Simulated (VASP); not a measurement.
# Ta (Fd-3m) in VASP: a series of runs

The runs below take Ta through single point, with RPBE.

Program: VASP 6.6.1. These are calculated values, not measurements. Logs are shortened: lines on timing, memory, paths and dates and some standing lists are left out, and cuts for length are marked.

### 1 The cell of the first run

It takes space group Fd-3m (No. 227, cubic). Conventional cell: a = 6.162 Å, b = 6.162 Å, c = 6.162 Å, α = 90.00°, β = 90.00°, γ = 90.00°. Within 3.5 Å of Ta (site symmetry -43m) lie 4 Ta at 2.67 Å.

This isn't the form of Ta at room conditions, which is bcc.

### 2 Single point, RPBE

INCAR reads:

```
SYSTEM = Ta
PREC = Accurate
ENCUT = 520
EDIFF = 1E-7
ISMEAR = -1
SIGMA = 0.1
LREAL = .FALSE.
LASPH = .TRUE.
NELM = 80
ALGO = Normal
ISIF = 2
LWAVE = .FALSE.
LCHARG = .FALSE.
GGA = RP
NBANDS = 18
```

KPOINTS reads:

```
Automatic mesh
0
G
  9 9 9
  0 0 0
```

POSCAR reads:

```
Ta
1.0
    0.0000000000      3.0809512905      3.0809512905
    3.0809512905      0.0000000000      3.0809512905
    3.0809512905      3.0809512905      0.0000000000
Ta
2
Direct
    0.1250000000      0.1250000000      0.1250000000
    0.8750000000      0.8750000000      0.8750000000
```

Potentials or basis: VASP PAW PBE potentials, release 64 (Ta_pv).

Started as:

```sh
$ cat potpaw_PBE.64/Ta_pv/POTCAR > POTCAR
$ mpirun -np 1 vasp_std > vasp.out
```

OUTCAR:

```text
SYSTEM = Ta
   PREC = Accurate
   ENCUT = 520
   EDIFF = 1E-7
   ISMEAR = -1
   LREAL = .FALSE.
   LASPH = .TRUE.
   NELM = 80
   ISIF = 2
   GGA = RP

 ion  position               nearest neighbor table
   1  0.125  0.125  0.125-   2 2.67   2 2.67   2 2.67   2 2.67
   2  0.875  0.875  0.875-   1 2.67   1 2.67   1 2.67   1 2.67

  LATTYP: Found a face centered cubic cell.
 ALAT       =     6.1619025810

  Lattice vectors:

 A1 = (   0.0000000000,   3.0809512905,   3.0809512905)
 A2 = (   3.0809512905,   0.0000000000,   3.0809512905)
 A3 = (   3.0809512905,   3.0809512905,   0.0000000000)

Analysis of symmetry for initial positions (statically):
=====================================================================
 Subroutine PRICEL returns:
 Original cell was already a primitive cell.

 Routine SETGRP: Setting up the symmetry group for a
 face centered cubic supercell.

 Subroutine GETGRP returns: Found 48 space group operations
 (whereof 12 operations were pure point group operations)
 out of a pool of 48 trial point group operations.

The static configuration has the point symmetry D_3d.
 The point group associated with its full space group is O_h .

Analysis of symmetry for dynamics (positions and initial velocities):
=====================================================================
 Subroutine PRICEL returns:
 Original cell was already a primitive cell.

 Routine SETGRP: Setting up the symmetry group for a
 face centered cubic supercell.

 Subroutine GETGRP returns: Found 48 space group operations
 (whereof 12 operations were pure point group operations)
 out of a pool of 48 trial point group operations.

The dynamic configuration has the point symmetry D_3d.
 The point group associated with its full space group is O_h .

 Subroutine INISYM returns: Found 48 space group operations
 (whereof 12 operations are pure point group operations),
 and found     1 'primitive' translations

----------------------------------------------------------------------------------------

                                     Primitive cell

  volume of cell :      58.4904

  direct lattice vectors                    reciprocal lattice vectors
     0.000000000  3.080951290  3.080951290    -0.162287538  0.162287538  0.162287538
     3.080951290  0.000000000  3.080951290     0.162287538 -0.162287538  0.162287538
     3.080951290  3.080951290  0.000000000     0.162287538  0.162287538 -0.162287538

  length of vectors
     4.357123100  4.357123100  4.357123100     0.281090261  0.281090261  0.281090261

  position of ions in fractional coordinates (direct lattice)
     0.125000000  0.125000000  0.125000000
     0.875000000  0.875000000  0.875000000

  ion indices of the primitive-cell ions
   primitive index   ion index
                 1           1
                 2           2

----------------------------------------------------------------------------------------

 KPOINTS: Automatic mesh

Automatic generation of k-mesh.
 Grid dimensions read from file:
 generate k-points for:    9    9    9

 Generating k-lattice:

  Cartesian coordinates                     Fractional coordinates (reciprocal lattice)
    -0.018031949  0.018031949  0.018031949     0.111111111  0.000000000  0.000000000
     0.018031949 -0.018031949  0.018031949     0.000000000  0.111111111  0.000000000
     0.018031949  0.018031949 -0.018031949     0.000000000  0.000000000  0.111111111

  Length of vectors
     0.031232251  0.031232251  0.031232251

  Shift w.r.t. Gamma in fractional coordinates (k-lattice)
     0.000000000  0.000000000  0.000000000

 Subroutine IBZKPT returns following result:
 ===========================================

 Found     35 irreducible k-points:

 Following reciprocal coordinates:
            Coordinates               Weight
  0.000000  0.000000  0.000000      1.000000
  0.111111  0.000000  0.000000      8.000000
  0.222222  0.000000  0.000000      8.000000
  0.333333  0.000000  0.000000      8.000000
  0.444444  0.000000  0.000000      8.000000
  0.111111  0.111111  0.000000      6.000000
[... 16 lines left out ...]
 -0.333333  0.333333  0.000000     12.000000
  0.444444  0.444444  0.000000      6.000000
 [... further k-points ...]
   k-points           NKPTS =     35   k-points in BZ     NKDIM =     35   number of bands    NBANDS=     18
   number of dos      NEDOS =    301   number of ions     NIONS =      2
   total plane-waves  NPLWV =  32768
   dimension x,y,z NGX =    32 NGY =   32 NGZ =   32
   dimension x,y,z NGXF=    64 NGYF=   64 NGZF=   64
   ions per type =               2
   NGX,Y,Z   is equivalent  to a cutoff of  12.21, 12.21, 12.21 a.u.
   NGXF,Y,Z  is equivalent  to a cutoff of  24.42, 24.42, 24.42 a.u.
 SYSTEM =  Ta
   PREC   = accura    normal or accurate (medium, high low for compatibility)
   ISTART =      0    job   : 0-new  1-cont  2-samecut
   ICHARG =      2    charge: 1-file 2-atom 10-const
   ISPIN  =      1    spin polarized calculation?
   LNONCOLLINEAR =      F non collinear calculations
   LSORBIT =      F    spin-orbit coupling
   LASPH  =      T    aspherical Exc in radial PAW
   ENCUT  =  520.0 eV  38.22 Ry    6.18 a.u.   8.10  8.10  8.10*2*pi/ulx,y,z
   NELM   =     80;   NELMIN=  2; NELMDL= -5     # of ELM steps
   EDIFF  = 0.1E-06   stopping-criterion for ELM
   LREAL  =      F    real-space projection
   EDIFFG = 0.1E-05   stopping-criterion for IOM
   NSW    =      0    number of steps for IOM
   IBRION =     -1    ionic relax: 0-MD 1-quasi-New 2-CG
   NFREE  =      0    steps in history (QN), initial steepest desc. (CG)
   ISIF   =      2    stress and relaxation
   ISYM   =      2    0-nonsym 1-usesym 2-fastsym
   POTIM  = 0.5000    time-step for ionic-motion
   TEBEG  =    0.0;   TEEND  =   0.0 temperature during run
   PSTRESS=    0.0 pullay stress
   NELECT =      22.0000    total number of electrons
   NUPDOWN=      -1.0000    fix difference up-down
   EMIN   =  10.00;   EMAX   =-10.00  energy-range for DOS
   EFERMI =   0.00;   METHOD = LEGACY
   ISMEAR =    -1;   SIGMA  =   0.10  broadening in eV -4-tet -1-fermi 0-gaus
   EFERMI_NEDOS =   21; number of points for ismear=-14 and -15
   IALGO  =     38    algorithm
   IMIX   =      4    mixing-type and parameters
     AMIX     =   0.40;   BMIX     =  1.00
     AMIX_MAG =   1.60;   BMIX_MAG =  1.00
  volume/ion in A,a.u.               =      29.25       197.36
  Fermi-wavevector in a.u.,A,eV,Ry     =   1.181737  2.233159 19.000573  1.396503
  Thomas-Fermi vector in A             =   2.318005
   LORBIT       =      0    0 simple, 1 ext, 2 COOP (PROOUT), +10 PAW based schemes
   GGA     = RP    functional components
   LHFCALC =     F    Hartree Fock is set to
   AEXX    =    0.0000 exact exchange contribution
   IVDW    =     0    specifies the selected vdW correction
   LEPSILON=     F    determine dielectric tensor
   LRPA    =     F    only Hartree local field effects (RPA)
 non-spin polarized calculation
  energy-cutoff  :      520.00
  volume of cell :       58.49
 maximum number of plane-waves:      1592
   NGX = 17   NGY = 17   NGZ = 17

 number of electron      22.0000005 magnetization

 Free energy of the ion-electron system (eV)
  ---------------------------------------------------
  ext. energy  EPLUGINS =         0.00000000
  ---------------------------------------------------
  free energy    TOTEN  =       -17.01632964 eV

  energy without entropy =      -16.88241139  energy(sigma->0) =      -16.94937052

 E-fermi :   1.9478     XC(G=0):  -9.8135

 val. band max:        1.9336017610   @ k =  -0.4444   0.3333   0.1111
 cond. band min:       1.9485839124   @ k =  -0.4444   0.4444   0.1111
 fundamental gap:      0.0149821514
 Fermi energy:         1.9478045955

 k-point     1 :       0.0000    0.0000    0.0000
  band No.  band energies     occupation
      1     -32.2436      2.00000
      2     -32.2436      2.00000
      3     -32.2436      2.00000
      4     -31.5108      2.00000
      5     -31.5108      2.00000
      6     -31.5108      2.00000
[... 10 lines left out ...]
     17       7.5571      0.00000
     18      11.7043      0.00000

 k-point     2 :       0.1111    0.0000    0.0000
  band No.  band energies     occupation
      1     -32.2538      2.00000
      2     -32.2538      2.00000
      3     -32.2419      2.00000
      4     -31.5142      2.00000
      5     -31.5001      2.00000
      6     -31.5001      2.00000
[... 10 lines left out ...]
     17       7.5143      0.00000
     18      11.4108      0.00000

 k-point     3 :       0.2222    0.0000    0.0000
  band No.  band energies     occupation
      1     -32.2782      2.00000
      2     -32.2782      2.00000
      3     -32.2379      2.00000
      4     -31.5223      2.00000
      5     -31.4742      2.00000
      6     -31.4742      2.00000
[... 10 lines left out ...]
     17       7.3613      0.00000
     18      10.2343      0.00000

 k-point     4 :       0.3333    0.0000    0.0000
  band No.  band energies     occupation
      1     -32.3042      2.00000
      2     -32.3042      2.00000
      3     -32.2338      2.00000
      4     -31.5310      2.00000
      5     -31.4465      2.00000
      6     -31.4465      2.00000
[... 10 lines left out ...]
     17       7.0468      0.00000
     18       8.2042      0.00000

 k-point     5 :       0.4444    0.0000    0.0000
  band No.  band energies     occupation
      1     -32.3203      2.00000
      2     -32.3203      2.00000
      3     -32.2314      2.00000
      4     -31.5363      2.00000
      5     -31.4293      2.00000
      6     -31.4293      2.00000
[... 10 lines left out ...]
     17       6.6447      0.00000
     18       6.9613      0.00000

 k-point     6 :       0.1111    0.1111    0.0000
  band No.  band energies     occupation
      1     -32.2657      2.00000
      2     -32.2657      2.00000
      3     -32.2227      2.00000
      4     -31.5347      2.00000
      5     -31.4876      2.00000
      6     -31.4876      2.00000
[... 10 lines left out ...]
     17       7.6863      0.00000
     18      11.3566      0.00000

 k-point     7 :       0.2222    0.1111    0.0000
  band No.  band energies     occupation
      1     -32.2908      2.00000
      2     -32.2906      2.00000
      3     -32.2043      2.00000
      4     -31.5563      2.00000
      5     -31.4619      2.00000
      6     -31.4610      2.00000
[... 10 lines left out ...]
     17       7.6961      0.00000
     18      10.8869      0.00000

 k-point     8 :       0.3333    0.1111    0.0000
  band No.  band energies     occupation
      1     -32.3215      2.00000
      2     -32.3164      2.00000
      3     -32.1886      2.00000
      4     -31.5751      2.00000
      5     -31.4338      2.00000
      6     -31.4308      2.00000
[... 10 lines left out ...]
     17       7.5072      0.00000
     18       8.7803      0.00000
[... 229 lines left out ...]
     17       7.7169      0.00000
     18       8.6031      0.00000

 k-point    20 :       0.3333    0.3333    0.0000
  band No.  band energies     occupation
      1     -32.3673      2.00000
      2     -32.3673      2.00000
      3     -32.0687      2.00000
      4     -31.7045      2.00000
      5     -31.3797      2.00000
      6     -31.3797      2.00000
[... 10 lines left out ...]
     17       7.6952      0.00000
     18       8.7732      0.00000

 k-point    21 :       0.4444    0.3333    0.0000
  band No.  band energies     occupation
      1     -32.3907      2.00000
      2     -32.3820      2.00000
      3     -32.0163      2.00000
      4     -31.7585      2.00000
      5     -31.3638      2.00000
      6     -31.3563      2.00000
[... 10 lines left out ...]
     17       7.4803      0.00000
     18       7.8205      0.00000

 k-point    22 :      -0.4444    0.3333    0.0000
  band No.  band energies     occupation
      1     -32.4114      2.00000
      2     -32.3800      2.00000
      3     -31.9864      2.00000
      4     -31.7865      2.00000
      5     -31.3658      2.00000
      6     -31.3378      2.00000
[... 10 lines left out ...]
     17       6.7079      0.00000
     18       7.2602      0.00000

 k-point    23 :      -0.3333    0.3333    0.0000
  band No.  band energies     occupation
      1     -32.4161      2.00000
      2     -32.3621      2.00000
      3     -32.0276      2.00000
      4     -31.7420      2.00000
      5     -31.3848      2.00000
      6     -31.3351      2.00000
[... 10 lines left out ...]
     17       7.2398      0.00000
     18       7.4239      0.00000

 k-point    24 :       0.4444    0.4444    0.0000
  band No.  band energies     occupation
      1     -32.3978      2.00000
      2     -32.3978      2.00000
      3     -31.9524      2.00000
      4     -31.8261      2.00000
      5     -31.3470      2.00000
      6     -31.3470      2.00000
[... 10 lines left out ...]
     17       7.3484      0.00000
     18       7.3488      0.00000

 [... further k-points ...]
[... 5 lines left out ...]
  --------------------------------------------------------------------------------------
  -------------------------------------------------------------------------------------
  Total        0.0079355      0.0079355      0.0079355      0.0000000      0.0000000      0.0000000
  in kB        0.2173710      0.2173710      0.2173710      0.0000000      0.0000000      0.0000000
  external PRESSURE =       0.2173710 kB  Pullay stress =       0.0000000 kB

 VOLUME and BASIS-vectors are now :
 -----------------------------------------------------------------------------
  energy-cutoff  :      520.00
  volume of cell :       58.49
      direct lattice vectors                 reciprocal lattice vectors
     0.000000000  3.080951290  3.080951290    -0.162287538  0.162287538  0.162287538
     3.080951290  0.000000000  3.080951290     0.162287538 -0.162287538  0.162287538
     3.080951290  3.080951290  0.000000000     0.162287538  0.162287538 -0.162287538

 POSITION                                       TOTAL-FORCE (eV/Angst)
 -----------------------------------------------------------------------------------
      0.77024      0.77024      0.77024         0.000000      0.000000      0.000000
      5.39166      5.39166      5.39166        -0.000000     -0.000000     -0.000000
 -----------------------------------------------------------------------------------
    total drift:                                0.000000      0.000000     -0.000000

  FREE ENERGIE OF THE ION-ELECTRON SYSTEM (eV)
  ---------------------------------------------------
  free  energy   TOTEN  =       -17.0163296381 eV

  energy  without entropy=      -16.8824113931  energy(sigma->0) =      -16.94937052
```

Run time: 33 s. Hardware: 1 thread of Intel Xeon 8259CL, shared host; peak memory 0.19 GiB.

What came out:

```
Free energy            : -17.0163 eV
Pressure               : 0.0 GPa
Band gap on the k mesh : zero (bands 11 and 12 overlap by 0.68 eV)
```

Caveat: the PAW data sets were made with another functional, which shifts forces and pressure a little; spin-orbit coupling is left out, which moves the levels of the heavy elements.

### 3 Single point, RPBE (25.74 Å³/atom)

This run uses another cell than the first one, of 25.74 Å³/atom.

INCAR reads:

```
SYSTEM = Ta
  PREC = Accurate
  ENCUT = 520
  EDIFF = 1E-6
  ISMEAR = -1
  SIGMA = 0.1
  LREAL = .False.
  LASPH = .True.
  NELM = 80
  ALGO = Normal
  ISIF = 2
  LWAVE = .False.
  LCHARG = .True.
  GGA = RP
  LELF = .True.
  LVHAR = .True.
  NBANDS = 18
```

KPOINTS reads:

```
Automatic mesh
0
Gamma
  10 10 10
  0 0 0
```

POSCAR reads:

```
Ta
1.0
    0.0000000000      2.9524262383      2.9524262383
    2.9524262383      0.0000000000      2.9524262383
    2.9524262383      2.9524262383      0.0000000000
Ta
2
Direct
    0.1250000000      0.1250000000      0.1250000000
    0.8750000000      0.8750000000      0.8750000000
```

Potentials or basis: VASP PAW PBE potentials, release 64 (Ta_pv).

Started as:

```sh
$ cat potpaw_PBE.64/Ta_pv/POTCAR > POTCAR
$ mpirun -np 1 vasp_std > vasp.out
```

Wall time 51 s (1 thread of Intel Xeon 8259CL, shared host); peak memory 0.19 GiB.

Results (log left out):

| Quantity | Value |
| --- | --- |
| Free energy | -16.8048 eV |
| Pressure | 10.5 GPa |
| Band gap on the k mesh | zero (bands 11 and 12 overlap by 0.89 eV) |

Levels at points of the mesh, in eV from the Fermi level:
```tsv
k point	band 8	band 9	band 10	band 11	band 12	band 13	band 14	band 15
(0.00, 0.00, 0.00)	-1.22	-1.22	-0.32	-0.32	-0.32	2.19	2.19	2.19
(0.50, 0.00, 0.00)	-1.46	-1.08	-1.08	-0.45	-0.45	0.05	3.50	3.50
(0.50, 0.50, 0.00)	-2.30	-0.84	-0.84	-0.34	-0.34	1.87	1.87	4.67
```

Caveat: the cell stands under pressure; the PAW data sets were made with another functional, which shifts forces and pressure a little; spin-orbit coupling is left out, which moves the levels of the heavy elements.
